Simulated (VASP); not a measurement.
# SnSe2 (P-3m1) in VASP: further runs

The runs below take SnSe2 through single point, relaxation of cell and atoms, with PBEsol.

Everything below comes from runs of VASP 6.6.1. Logs are shortened: lines on timing, memory, paths and dates and some standing lists are left out, and cuts for length are marked.

## Step 1: The cell of the first run

The structure is trigonal, space group P-3m1 (No. 164). The conventional cell has a = 3.819 Å, b = 3.819 Å, c = 6.150 Å, α = 90.00°, β = 90.00°, γ = 120.00°. Within 3.6 Å of Sn (site symmetry -3m) lie 6 Se at 2.72 Å. Within 3.6 Å of Se (site symmetry 3m) lie 3 Sn at 2.72 Å.

## Step 2: Single point, PBEsol

INCAR reads:

```
ALGO     = Normal         # electronic algorithm
EDIFF    = 1E-6           # SCF threshold, eV
ENCUT    = 520            # plane-wave cutoff, eV
GGA      = PS             # functional
ISIF     = 2              # what is computed and relaxed
ISMEAR   = 0              # smearing method
LASPH    = T              # aspherical terms in the spheres
LCHARG   = F              # write CHGCAR
LREAL    = F              # projectors in reciprocal space
LWAVE    = F              # write WAVECAR
NBANDS   = 20             # bands
NELM     = 100            # most SCF steps
PREC     = Accurate       # precision mode
SIGMA    = 0.01           # smearing width, eV
```

KPOINTS reads:

```
k-points
0
Gamma
  7 7 4
```

POSCAR reads:

```
SnSe2
1.0
    3.8192988923      0.0000000000      0.0000000000
   -1.9096494462      3.3076098654      0.0000000000
    0.0000000000      0.0000000000      6.1499731071
Sn Se
1 2
Direct
    0.0000000000      0.0000000000      0.0000000000
    0.3333333333      0.6666666667      0.2577399801
    0.6666666667      0.3333333333      0.7422600199
```

Potentials or basis: VASP PAW PBE potentials, release 64 (Sn_d, Se).

Launch:

```sh
$ cat potpaw_PBE.64/Sn_d/POTCAR potpaw_PBE.64/Se/POTCAR > POTCAR
$ mpirun -np 1 vasp_std > vasp.out
```

OUTCAR:

```text
EDIFF = 1E-6
   ENCUT = 520
   GGA = PS
   ISIF = 2
   ISMEAR = 0
   LASPH = T
   LREAL = F
   NELM = 100
   PREC = Accurate

 ion  position               nearest neighbor table
   1  0.000  0.000  0.000-   2 2.72   3 2.72   3 2.72   2 2.72   3 2.72   2 2.72
   2  0.333  0.667  0.258-   1 2.72   1 2.72   1 2.72
   3  0.667  0.333  0.742-   1 2.72   1 2.72   1 2.72

  LATTYP: Found a hexagonal cell.
 ALAT       =     3.8192988923
 C/A-ratio  =     1.6102361403

  Lattice vectors:

 A1 = (   3.8192988923,   0.0000000000,   0.0000000000)
 A2 = (  -1.9096494462,   3.3076098654,   0.0000000000)
 A3 = (   0.0000000000,   0.0000000000,   6.1499731071)

Analysis of symmetry for initial positions (statically):
=====================================================================
 Subroutine PRICEL returns:
 Original cell was already a primitive cell.

 Routine SETGRP: Setting up the symmetry group for a
 hexagonal supercell.

 Subroutine GETGRP returns: Found 12 space group operations
 (whereof 12 operations were pure point group operations)
 out of a pool of 24 trial point group operations.

The static configuration has the point symmetry D_3d.

Analysis of symmetry for dynamics (positions and initial velocities):
=====================================================================
 Subroutine PRICEL returns:
 Original cell was already a primitive cell.

 Routine SETGRP: Setting up the symmetry group for a
 hexagonal supercell.

 Subroutine GETGRP returns: Found 12 space group operations
 (whereof 12 operations were pure point group operations)
 out of a pool of 24 trial point group operations.

The dynamic configuration has the point symmetry D_3d.

 Subroutine INISYM returns: Found 12 space group operations
 (whereof 12 operations are pure point group operations),
 and found     1 'primitive' translations

----------------------------------------------------------------------------------------

                                     Primitive cell

  volume of cell :      77.6911

  direct lattice vectors                    reciprocal lattice vectors
     3.819298892  0.000000000  0.000000000     0.261828160  0.151166558  0.000000000
    -1.909649446  3.307609865  0.000000000     0.000000000  0.302333117  0.000000000
     0.000000000  0.000000000  6.149973107     0.000000000  0.000000000  0.162602337

  length of vectors
[... 81 lines left out ...]
   LASPH  =      T    aspherical Exc in radial PAW
   ENCUT  =  520.0 eV  38.22 Ry    6.18 a.u.   7.10  7.10 11.43*2*pi/ulx,y,z
   NELM   =    100;   NELMIN=  2; NELMDL= -5     # of ELM steps
   EDIFF  = 0.1E-05   stopping-criterion for ELM
   LREAL  =      F    real-space projection
   EDIFFG = 0.1E-04   stopping-criterion for IOM
   NSW    =      0    number of steps for IOM
   IBRION =     -1    ionic relax: 0-MD 1-quasi-New 2-CG
   NFREE  =      0    steps in history (QN), initial steepest desc. (CG)
   ISIF   =      2    stress and relaxation
   ISYM   =      2    0-nonsym 1-usesym 2-fastsym
   POTIM  = 0.5000    time-step for ionic-motion
   TEBEG  =    0.0;   TEEND  =   0.0 temperature during run
   PSTRESS=    0.0 pullay stress
   NELECT =      26.0000    total number of electrons
   NUPDOWN=      -1.0000    fix difference up-down
   EMIN   =  10.00;   EMAX   =-10.00  energy-range for DOS
   EFERMI =   0.00;   METHOD = LEGACY
   ISMEAR =     0;   SIGMA  =   0.01  broadening in eV -4-tet -1-fermi 0-gaus
   EFERMI_NEDOS =   21; number of points for ismear=-14 and -15
   IALGO  =     38    algorithm
   IMIX   =      4    mixing-type and parameters
     AMIX     =   0.40;   BMIX     =  1.00
     AMIX_MAG =   1.60;   BMIX_MAG =  1.00
  volume/ion in A,a.u.               =      25.90       174.76
  Fermi-wavevector in a.u.,A,eV,Ry     =   1.136603  2.147869 17.576917  1.291867
  Thomas-Fermi vector in A             =   2.273308
   LORBIT       =      0    0 simple, 1 ext, 2 COOP (PROOUT), +10 PAW based schemes
   GGA     = PS    functional components
   LHFCALC =     F    Hartree Fock is set to
   AEXX    =    0.0000 exact exchange contribution
   IVDW    =     0    specifies the selected vdW correction
   LEPSILON=     F    determine dielectric tensor
   LRPA    =     F    only Hartree local field effects (RPA)
 non-spin polarized calculation
 Gauss-broadening in eV      SIGMA  =   0.01
  energy-cutoff  :      520.00
  volume of cell :       77.69
 maximum number of plane-waves:      2105
   NGX = 15   NGY = 15   NGZ = 23

 number of electron      26.0000006 magnetization

 Free energy of the ion-electron system (eV)
  ---------------------------------------------------
  ext. energy  EPLUGINS =         0.00000000
  ---------------------------------------------------
  free energy    TOTEN  =       -12.97863769 eV

  energy without entropy =      -12.97863769  energy(sigma->0) =      -12.97863769

 E-fermi :   4.0886     XC(G=0):  -9.6525

 val. band max:        3.9801257309   @ k =   0.1429   0.0000   0.0000
 cond. band min:       4.6400784818   @ k =   0.0000   0.4286   0.2500
 fundamental gap:      0.6599527509
 Fermi energy:         4.0885967401

 k-point     1 :       0.0000    0.0000    0.0000
  band No.  band energies     occupation
      1     -17.1351      2.00000
      2     -17.1351      2.00000
      3     -17.0982      2.00000
      4     -17.0855      2.00000
      5     -17.0855      2.00000
      6      -9.8346      2.00000
[... 541 lines left out ...]
     19      13.4444      0.00000
     20      14.5826      0.00000

 [... further k-points ...]

------------------------ aborting loop because EDIFF is reached ----------------------------------------

  FORCE on cell =-STRESS in cart. coord.  units (eV):
  Direction    XX          YY          ZZ          XY          YZ          ZX
  --------------------------------------------------------------------------------------
  -------------------------------------------------------------------------------------
  Total        0.0617032      0.0617032      0.0734043     -0.0000000      0.0000000     -0.0000000
  in kB        1.2724688      1.2724688      1.5137735     -0.0000000      0.0000000     -0.0000000
  external PRESSURE =       1.3529037 kB  Pullay stress =       0.0000000 kB

 VOLUME and BASIS-vectors are now :
 -----------------------------------------------------------------------------
  energy-cutoff  :      520.00
  volume of cell :       77.69
      direct lattice vectors                 reciprocal lattice vectors
     3.819298892  0.000000000  0.000000000     0.261828160  0.151166558  0.000000000
    -1.909649446  3.307609865  0.000000000     0.000000000  0.302333117  0.000000000
     0.000000000  0.000000000  6.149973107     0.000000000  0.000000000  0.162602337

 POSITION                                       TOTAL-FORCE (eV/Angst)
 -----------------------------------------------------------------------------------
      0.00000      0.00000      0.00000         0.000000      0.000000     -0.000000
     -0.00000      2.20507      1.58509        -0.000000      0.000000      0.023248
      1.90965      1.10254      4.56488         0.000000      0.000000     -0.023248
 -----------------------------------------------------------------------------------
    total drift:                               -0.000000     -0.000000      0.000000

  FREE ENERGIE OF THE ION-ELECTRON SYSTEM (eV)
  ---------------------------------------------------
  free  energy   TOTEN  =       -12.9786376857 eV

  energy  without entropy=      -12.9786376857  energy(sigma->0) =      -12.97863769
```

OSZICAR:

```text
N       E                     dE             d eps       ncg     rms          rms(c)
DAV:   1     0.203530743541E+03    0.20353E+03   -0.12115E+04  1140   0.147E+03
DAV:   2     0.105066418931E+02   -0.19302E+03   -0.18595E+03  1200   0.386E+02
DAV:   3    -0.123825590374E+02   -0.22889E+02   -0.22224E+02  1372   0.114E+02
DAV:   4    -0.132236817339E+02   -0.84112E+00   -0.83915E+00  1332   0.225E+01
DAV:   5    -0.132439779504E+02   -0.20296E-01   -0.20294E-01  1540   0.369E+00    0.493E+00
DAV:   6    -0.130061956273E+02    0.23778E+00   -0.46282E-01  1644   0.750E+00    0.312E+00
DAV:   7    -0.129805093977E+02    0.25686E-01   -0.13689E-01  1376   0.253E+00    0.902E-01
DAV:   8    -0.129785829725E+02    0.19264E-02   -0.10812E-02  1452   0.976E-01    0.257E-01
DAV:   9    -0.129786258470E+02   -0.42875E-04   -0.11444E-03  1304   0.249E-01    0.751E-02
DAV:  10    -0.129786256118E+02    0.23524E-06   -0.91376E-05  1476   0.611E-02    0.285E-02
DAV:  11    -0.129786375966E+02   -0.11985E-04   -0.20749E-05  1276   0.251E-02    0.568E-03
DAV:  12    -0.129786376857E+02   -0.89010E-07   -0.10632E-06   956   0.798E-03
   1 F= -.12978638E+02 E0= -.12978638E+02  d E =-.151580E-54
```

stdout:

```text
POSCAR found type information on POSCAR SnSe
 POSCAR found :  2 types and       3 ions
 scaLAPACK will be used
 -----------------------------------------------------------------------------
|                                                                             |
|                                                                             |
|     You enforced a specific xc type in the INCAR file but a different       |
|     I HOPE YOU KNOW WHAT YOU ARE DOING!                                     |
|                                                                             |
 -----------------------------------------------------------------------------

 LDA part: xc-table for (Slater+PW92), standard interpolation
 POSCAR, INCAR and KPOINTS ok, starting setup
 FFT: planning ... GRIDC
 FFT: planning ... GRID_SOFT
 FFT: planning ... GRID
 WAVECAR not read
 entering main loop
```

It took 20 s on 1 thread of Intel Xeon 6975P-C (Granite Rapids), shared host; peak memory 0.2 GiB.

What came out:

```yaml
Free_energy: -12.9786 eV
Pressure: 0.1 GPa
Largest_force: 0.023 eV/Å
Band_gap_on_the_k_mesh: 0.66 eV, indirect (least direct gap 0.97 eV)
```

Forces in eV/Å, atoms in the order of the input:
```
Sn   0.000  0.000  0.000
Se   0.000  0.000  0.023
Se   0.000  0.000 -0.023
```

Caveat: the PAW data sets were made with another functional, which shifts forces and pressure a little; spin-orbit coupling is left out, which moves the levels of the heavy elements; this functional lacks dispersion, which binds the layers, so the pressure and a relaxed spacing across them are unreliable.

## Step 3: Relaxation of cell and atoms, PBEsol

This run uses another cell than the first one, of 25.75 Å³/atom, 0.994 times its volume.

INCAR reads:

```
PREC = Accurate ; ENCUT = 600
EDIFF = 1E-6 ; ISMEAR = 0
SIGMA = 0.01 ; LREAL = F
LASPH = T ; NELM = 100
ALGO = Normal ; ISIF = 3
LWAVE = F ; LCHARG = F
GGA = PS ; IBRION = 2
NSW = 80 ; EDIFFG = -0.01
```

KPOINTS reads:

```
regular mesh
0
Gamma
  7 7 4
```

POSCAR reads:

```
SnSe2
1.0
    3.8200000000      0.0000000000      0.0000000000
   -1.9100000000      3.3082170425      0.0000000000
    0.0000000000      0.0000000000      6.1120000000
Sn Se
1 2
Direct
    0.0000000000      0.0000000000      0.0000000000
    0.3333333333      0.6666666667      0.2500000000
    0.6666666667      0.3333333333      0.7500000000
```

Potentials or basis: VASP PAW PBE potentials, release 64 (Sn_d, Se).

Launch:

```sh
$ cat potpaw_PBE.64/Sn_d/POTCAR potpaw_PBE.64/Se/POTCAR > POTCAR
$ mpirun -np 1 vasp_std > vasp.out
```

It took 7.3 min on 1 thread of Intel Xeon Platinum 8488C (Sapphire Rapids), shared host; peak memory 0.25 GiB.

The run converged. Its results:

```yaml
Free_energy: -12.9789 eV
Relaxed_volume: 25.92 Å³/atom
Relaxed_cell: a = 3.822 Å, b = 3.822 Å, c = 6.145 Å, α = 90.00°, β = 90.00°, γ = 120.00°
Space_group_after_relaxing_to_0.05_Å: P-3m1 (No. 164)
Energy_gained_by_relaxing: 11.3 meV/atom
Ionic_steps: 22
Pressure_after_relaxing: 0.0 GPa
Band_gap_on_the_k_mesh: 0.65 eV, indirect (least direct gap 0.95 eV)
```

Forces in eV/Å, atoms in the order of the input:
```
Sn   0.000  0.000  0.000
Se   0.000  0.000  0.003
Se   0.000  0.000 -0.003
```

Step by step:
| step | energy change (eV) | largest force (eV/Å) | pressure (GPa) | volume (Å³) |
| --- | --- | --- | --- | --- |
| 1 | 0.0000 | 0.5817 | 2.33 | 77.24 |
| 2 | -0.0133 | 0.2383 | -2.17 | 81.50 |
| 3 | -0.0289 | 0.0924 | -0.41 | 79.65 |
| 4 | -0.0324 | 0.0434 | -0.22 | 79.17 |
| 5 | -0.0331 | 0.0096 | -0.06 | 78.85 |
| 6 | -0.0331 | 0.0117 | -0.08 | 78.88 |
| 7 | -0.0332 | 0.0299 | 0.05 | 78.72 |
| 8 | -0.0332 | 0.0318 | 0.05 | 78.70 |
| 9 | -0.0332 | 0.0295 | 0.04 | 78.68 |
| 10 | -0.0334 | 0.0225 | 0.00 | 78.61 |
| 11 | -0.0336 | 0.0089 | -0.11 | 78.47 |
| 12 | -0.0336 | 0.0175 | -0.30 | 78.19 |
| 13 | -0.0337 | 0.0008 | -0.19 | 78.37 |
| 14 | -0.0337 | 0.0005 | -0.15 | 78.31 |
| 15 | -0.0338 | 0.0047 | -0.09 | 78.15 |
| 16 | -0.0339 | 0.0131 | -0.02 | 77.84 |
| 17 | -0.0339 | 0.0148 | 0.02 | 77.77 |
| 18 | -0.0339 | 0.0136 | -0.02 | 77.82 |
| 19 | -0.0339 | 0.0143 | 0.01 | 77.79 |
| 20 | -0.0339 | 0.0139 | -0.01 | 77.80 |
| 21 | -0.0339 | 0.0113 | 0.00 | 77.79 |
| 22 | -0.0340 | 0.0027 | 0.01 | 77.76 |

Final structure:
```cif
data_structure
_symmetry_space_group_name_H-M 'P 1'
_symmetry_Int_Tables_number 1
_cell_length_a 3.8225
_cell_length_b 3.8225
_cell_length_c 6.1454
_cell_angle_alpha 90.000
_cell_angle_beta 90.000
_cell_angle_gamma 120.000
_cell_volume 77.76
loop_
_atom_site_label
_atom_site_type_symbol
_atom_site_fract_x
_atom_site_fract_y
_atom_site_fract_z
_atom_site_occupancy
Sn1 Sn 0.00000 0.00000 0.00000 1
Se1 Se 0.33333 0.66667 0.25813 1
Se2 Se 0.66667 0.33333 0.74187 1
```

Levels at points of the mesh, in eV from the valence-band top:
| k point | band 10 | band 11 | band 12 | band 13 | band 14 | band 15 | band 16 | band 17 |
| --- | --- | --- | --- | --- | --- | --- | --- | --- |
| (0.00, 0.00, 0.00) | -0.54 | -0.30 | -0.30 | -0.06 | 0.89 | 2.99 | 4.62 | 4.62 |
| (0.00, 0.00, 0.50) | -0.66 | -0.66 | -0.11 | -0.11 | 2.48 | 2.88 | 4.31 | 4.31 |

Caveat: the PAW data sets were made with another functional, which shifts forces and pressure a little; spin-orbit coupling is left out, which moves the levels of the heavy elements; this functional lacks dispersion, which binds the layers, so the pressure and a relaxed spacing across them are unreliable.

(Continued in part 2 of 3.)
